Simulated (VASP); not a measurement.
# AlFe (P4/mmm) in VASP: a series of runs

AlFe is run at these levels: PBEsol; tasks: single point.

Program: VASP 6.6.1. These are calculated values, not measurements. Logs are shortened: lines on timing, memory, paths and dates and some standing lists are left out, and cuts for length are marked.

### 1 The cell of the first run

Symmetry: P4/mmm, No. 123, tetragonal system. The conventional cell has a = 2.642 Å, b = 2.642 Å, c = 3.828 Å, α = 90.00°, β = 90.00°, γ = 90.00°. Al (site symmetry 4/mmm) has 4 Al at 2.64 Å and 8 Fe at 2.67 Å within 3.5 Å. Fe (site symmetry 4/mmm) has 4 Fe at 2.64 Å and 8 Al at 2.67 Å within 3.5 Å.

### 2 Single point, PBEsol, collinear spin, ferromagnetic start (13.36 Å³/atom)

INCAR

```
SYSTEM = AlFe
PREC     = Accurate       ! precision mode
ENCUT    = 520            ! plane-wave cutoff, eV
EDIFF    = 1E-6           ! SCF threshold, eV
ISMEAR   = 0              ! smearing method
SIGMA    = 0.15           ! smearing width, eV
LREAL    = .False.        ! projectors in reciprocal space
LASPH    = .True.         ! aspherical terms in the spheres
NELM     = 150            ! most SCF steps
ALGO     = Fast           ! electronic algorithm
ISIF     = 2              ! what is computed and relaxed
LWAVE    = .False.        ! write WAVECAR
LCHARG   = .True.         ! write CHGCAR
ISPIN    = 2              ! spin polarisation
MAGMOM   = 0 0.75         ! initial moments
LORBIT   = 11             ! projections on sites
LMAXMIX  = 4              ! l up to which the mixer works
GGA      = PS             ! functional
LELF     = .True.         ! ELF
LVHAR    = .True.       
NBANDS   = 16             ! bands
```

KPOINTS

```
regular mesh
0
Gamma
  18 18 18
  0 0 0
```

POSCAR

```
AlFe
1.0
    2.6416747203      0.0000000000      0.0000000000
    0.0000000000      2.6416747203      0.0000000000
    0.0000000000      0.0000000000      3.8277866696
Al Fe
1 1
Direct
    0.0000000000      0.0000000000      0.0000000000
    0.5000000000      0.5000000000      0.5000000000
```

Potentials or basis: VASP PAW PBE potentials, release 64 (Al, Fe).

Launch:

```
cat potpaw_PBE.64/Al/POTCAR potpaw_PBE.64/Fe/POTCAR > POTCAR
mpirun -np 1 vasp_std > vasp.out
```

OUTCAR:

```text
SYSTEM = AlFe
   PREC = Accurate
   ENCUT = 520
   EDIFF = 1E-6
   ISMEAR = 0
   LREAL = .False.
   LASPH = .True.
   NELM = 150
   ISIF = 2
   ISPIN = 2
   LORBIT = 11
   GGA = PS

 ion  position               nearest neighbor table
   1  0.000  0.000  0.000-   2 2.67   2 2.67   2 2.67   2 2.67   2 2.67   2 2.67   2 2.67   2 2.67

   2  0.500  0.500  0.500-   1 2.67   1 2.67   1 2.67   1 2.67   1 2.67   1 2.67   1 2.67   1 2.67

  LATTYP: Found a simple tetragonal cell.
 ALAT       =     2.6416747203
 C/A-ratio  =     1.4490000000

  Lattice vectors:

 A1 = (   2.6416747203,   0.0000000000,   0.0000000000)
 A2 = (   0.0000000000,   2.6416747203,   0.0000000000)
 A3 = (   0.0000000000,   0.0000000000,   3.8277866696)

Analysis of symmetry for initial positions (statically):
=====================================================================
 Subroutine PRICEL returns:
 Original cell was already a primitive cell.

 Routine SETGRP: Setting up the symmetry group for a
 simple tetragonal supercell.

 Subroutine GETGRP returns: Found 16 space group operations
 (whereof 16 operations were pure point group operations)
 out of a pool of 16 trial point group operations.

The static configuration has the point symmetry D_4h.

Analysis of symmetry for dynamics (positions and initial velocities):
=====================================================================
 Subroutine PRICEL returns:
 Original cell was already a primitive cell.

 Routine SETGRP: Setting up the symmetry group for a
 simple tetragonal supercell.

 Subroutine GETGRP returns: Found 16 space group operations
 (whereof 16 operations were pure point group operations)
 out of a pool of 16 trial point group operations.

The dynamic configuration has the point symmetry D_4h.

Analysis of structural, dynamic, and magnetic symmetry:
=====================================================================
 Subroutine PRICEL returns:
 Original cell was already a primitive cell.

 Routine SETGRP: Setting up the symmetry group for a
 simple tetragonal supercell.

 Subroutine GETGRP returns: Found 16 space group operations
 (whereof 16 operations were pure point group operations)
 out of a pool of 16 trial point group operations.

The overall configuration has the point symmetry D_4h.

 Subroutine INISYM returns: Found 16 space group operations
 (whereof 16 operations are pure point group operations),
 and found     1 'primitive' translations

----------------------------------------------------------------------------------------

                                     Primitive cell

  volume of cell :      26.7120

  direct lattice vectors                    reciprocal lattice vectors
     2.641674720  0.000000000  0.000000000     0.378547742  0.000000000  0.000000000
     0.000000000  2.641674720  0.000000000     0.000000000  0.378547742  0.000000000
     0.000000000  0.000000000  3.827786670     0.000000000  0.000000000  0.261247579

  length of vectors
     2.641674720  2.641674720  3.827786670     0.378547742  0.378547742  0.261247579

  position of ions in fractional coordinates (direct lattice)
     0.000000000  0.000000000  0.000000000
     0.500000000  0.500000000  0.500000000

  ion indices of the primitive-cell ions
   primitive index   ion index
                 1           1
                 2           2

----------------------------------------------------------------------------------------

 KPOINTS: regular mesh

Automatic generation of k-mesh.
 Grid dimensions read from file:
 generate k-points for:   18   18   18

 Generating k-lattice:

  Cartesian coordinates                     Fractional coordinates (reciprocal lattice)
     0.021030430  0.000000000  0.000000000     0.055555556  0.000000000  0.000000000
     0.000000000  0.021030430  0.000000000     0.000000000  0.055555556  0.000000000
     0.000000000  0.000000000  0.014513754     0.000000000  0.000000000  0.055555556

  Length of vectors
     0.021030430  0.021030430  0.014513754

  Shift w.r.t. Gamma in fractional coordinates (k-lattice)
     0.000000000  0.000000000  0.000000000

 Subroutine IBZKPT returns following result:
 ===========================================

 Found    550 irreducible k-points:

 Following reciprocal coordinates:
            Coordinates               Weight
  0.000000  0.000000  0.000000      1.000000
  0.055556  0.000000  0.000000      4.000000
  0.111111  0.000000  0.000000      4.000000
  0.166667  0.000000  0.000000      4.000000
  0.222222  0.000000  0.000000      4.000000
  0.277778  0.000000  0.000000      4.000000
[... 16 lines left out ...]
  0.277778  0.111111  0.000000      8.000000
  0.333333  0.111111  0.000000      8.000000
 [... further k-points ...]
   k-points           NKPTS =    550   k-points in BZ     NKDIM =    550   number of bands    NBANDS=     16
   number of dos      NEDOS =    301   number of ions     NIONS =      2
   total plane-waves  NPLWV =  11200
   dimension x,y,z NGX =    20 NGY =   20 NGZ =   28
   dimension x,y,z NGXF=    40 NGYF=   40 NGZF=   56
   ions per type =               1   1
   NGX,Y,Z   is equivalent  to a cutoff of  12.59, 12.59, 12.16 a.u.
   NGXF,Y,Z  is equivalent  to a cutoff of  25.17, 25.17, 24.32 a.u.
 SYSTEM =  AlFe
   PREC   = accura    normal or accurate (medium, high low for compatibility)
   ISTART =      0    job   : 0-new  1-cont  2-samecut
   ICHARG =      2    charge: 1-file 2-atom 10-const
   ISPIN  =      2    spin polarized calculation?
   LNONCOLLINEAR =      F non collinear calculations
   LSORBIT =      F    spin-orbit coupling
   LASPH  =      T    aspherical Exc in radial PAW
   ENCUT  =  520.0 eV  38.22 Ry    6.18 a.u.   4.91  4.91  7.12*2*pi/ulx,y,z
   NELM   =    150;   NELMIN=  2; NELMDL= -5     # of ELM steps
   EDIFF  = 0.1E-05   stopping-criterion for ELM
   LREAL  =      F    real-space projection
   EDIFFG = 0.1E-04   stopping-criterion for IOM
   NSW    =      0    number of steps for IOM
   IBRION =     -1    ionic relax: 0-MD 1-quasi-New 2-CG
   NFREE  =      0    steps in history (QN), initial steepest desc. (CG)
   ISIF   =      2    stress and relaxation
   ISYM   =      2    0-nonsym 1-usesym 2-fastsym
   POTIM  = 0.5000    time-step for ionic-motion
   TEBEG  =    0.0;   TEEND  =   0.0 temperature during run
   PSTRESS=    0.0 pullay stress
   NELECT =      11.0000    total number of electrons
   NUPDOWN=      -1.0000    fix difference up-down
   EMIN   =  10.00;   EMAX   =-10.00  energy-range for DOS
   EFERMI =   0.00;   METHOD = LEGACY
   ISMEAR =     0;   SIGMA  =   0.15  broadening in eV -4-tet -1-fermi 0-gaus
   EFERMI_NEDOS =   21; number of points for ismear=-14 and -15
   IALGO  =     68    algorithm
   IMIX   =      4    mixing-type and parameters
     AMIX     =   0.40;   BMIX     =  1.00
     AMIX_MAG =   1.60;   BMIX_MAG =  1.00
  volume/ion in A,a.u.               =      13.36        90.13
  Fermi-wavevector in a.u.,A,eV,Ry     =   1.217971  2.301631 20.183606  1.483453
  Thomas-Fermi vector in A             =   2.353273
   LORBIT       =     11    0 simple, 1 ext, 2 COOP (PROOUT), +10 PAW based schemes
   GGA     = PS    functional components
   LHFCALC =     F    Hartree Fock is set to
   AEXX    =    0.0000 exact exchange contribution
   IVDW    =     0    specifies the selected vdW correction
   LEPSILON=     F    determine dielectric tensor
   LRPA    =     F    only Hartree local field effects (RPA)
 spin polarized calculation
 RMM-DIIS sequential band-by-band and
 Gauss-broadening in eV      SIGMA  =   0.15
  energy-cutoff  :      520.00
  volume of cell :       26.71
 maximum number of plane-waves:       740
 NGX is ok and might be reduce to    20
   NGX =  9   NGY =  9   NGZ = 15

 number of electron      11.0000007 magnetization       1.8297933

 Free energy of the ion-electron system (eV)
  ---------------------------------------------------
  ext. energy  EPLUGINS =         0.00000000
  ---------------------------------------------------
  free energy    TOTEN  =       -13.42895647 eV

  energy without entropy =      -13.41114765  energy(sigma->0) =      -13.42005206

 E-fermi :   7.2890     XC(G=0): -11.7061

 val. band max:        7.2855435600   @ k =   0.5000   0.1667   0.0556
 cond. band min:       7.2894415186   @ k =   0.3889   0.3333   0.5000
 fundamental gap:      0.0038979586
 Fermi energy:         7.2889822860

 spin component 1

 k-point     1 :       0.0000    0.0000    0.0000
  band No.  band energies     occupation
      1      -3.1359      1.00000
      2       3.6462      1.00000
      3       4.1530      1.00000
      4       5.8501      1.00000
      5       5.8501      1.00000
      6       6.0491      1.00000
[... 8 lines left out ...]
     15      26.8195      0.00000
     16      28.3771      0.00000
[... 419 lines left out ...]
 k-point    24 :       0.3333    0.1111    0.0000
  band No.  band energies     occupation
      1      -0.5534      1.00000
      2       4.1389      1.00000
      3       4.2327      1.00000
      4       4.5276      1.00000
      5       5.4406      1.00000
      6       5.7300      1.00000
[... 8 lines left out ...]
     15      25.1086      0.00000
     16      28.4777      0.00000

 [... further k-points ...]

 spin component 2

 k-point     1 :       0.0000    0.0000    0.0000
  band No.  band energies     occupation
      1      -3.1174      1.00000
      2       4.6475      1.00000
      3       5.2868      1.00000
      4       6.3238      1.00000
      5       7.7541      0.00001
      6       7.7542      0.00001
[... 8 lines left out ...]
     15      26.7333      0.00000
     16      28.4665      0.00000
[... 419 lines left out ...]
 k-point    24 :       0.3333    0.1111    0.0000
  band No.  band energies     occupation
      1      -0.5198      1.00000
      2       4.8856      1.00000
      3       5.3722      1.00000
      4       5.7556      1.00000
      5       7.5550      0.00607
      6       7.7504      0.00001
[... 8 lines left out ...]
     15      25.1045      0.00000
     16      28.7275      0.00000

 [... further k-points ...]

------------------------ aborting loop because EDIFF is reached ----------------------------------------

  FORCE on cell =-STRESS in cart. coord.  units (eV):
  Direction    XX          YY          ZZ          XY          YZ          ZX
  --------------------------------------------------------------------------------------
  -------------------------------------------------------------------------------------
  Total       -1.6123793     -1.6123793     -2.5959296     -0.0000000      0.0000000     -0.0000000
  in kB      -96.7100033    -96.7100033   -155.7030366     -0.0000000      0.0000000     -0.0000000
  external PRESSURE =    -116.3743477 kB  Pullay stress =       0.0000000 kB

 VOLUME and BASIS-vectors are now :
 -----------------------------------------------------------------------------
  energy-cutoff  :      520.00
  volume of cell :       26.71
      direct lattice vectors                 reciprocal lattice vectors
     2.641674720  0.000000000  0.000000000     0.378547742  0.000000000  0.000000000
     0.000000000  2.641674720  0.000000000     0.000000000  0.378547742  0.000000000
     0.000000000  0.000000000  3.827786670     0.000000000  0.000000000  0.261247579

 POSITION                                       TOTAL-FORCE (eV/Angst)
 -----------------------------------------------------------------------------------
      0.00000      0.00000      0.00000         0.000000      0.000000      0.000000
      1.32084      1.32084      1.91389         0.000000      0.000000      0.000000
 -----------------------------------------------------------------------------------
    total drift:                               -0.000000      0.000000      0.000000

  FREE ENERGIE OF THE ION-ELECTRON SYSTEM (eV)
  ---------------------------------------------------
  free  energy   TOTEN  =       -13.4289564674 eV

  energy  without entropy=      -13.4111476548  energy(sigma->0) =      -13.42005206

 total charge

# of ion       s       p       d       tot
------------------------------------------
    1        0.395   0.406   0.000   0.802
    2        0.422   0.452   6.277   7.151
--------------------------------------------------
tot          0.817   0.858   6.277   7.952

 magnetization (x)

# of ion       s       p       d       tot
------------------------------------------
    1       -0.012  -0.030   0.000  -0.041
    2        0.005   0.014   1.897   1.916
--------------------------------------------------
tot         -0.006  -0.016   1.897   1.875
```

Wall time 11 min (1 thread of AMD EPYC 7R13, shared host); peak memory 0.41 GiB.

Results:

* Free energy: -13.4290 eV
* Pressure: -11.6 GPa
* Net moment: 1.83 μB per cell
* Site moments: Al -0.04; Fe +1.92 μB
* Valence electrons inside the program's atomic spheres: Al 0.80; Fe 7.15

Stress tensor (GPa, compression positive):
```
 -9.67   0.00   0.00
  0.00  -9.67   0.00
  0.00   0.00 -15.57
```

Caveat: the cell stands under tension; the PAW data sets were made with another functional, which shifts forces and pressure a little.

(Part 1 of 2 ends here.)
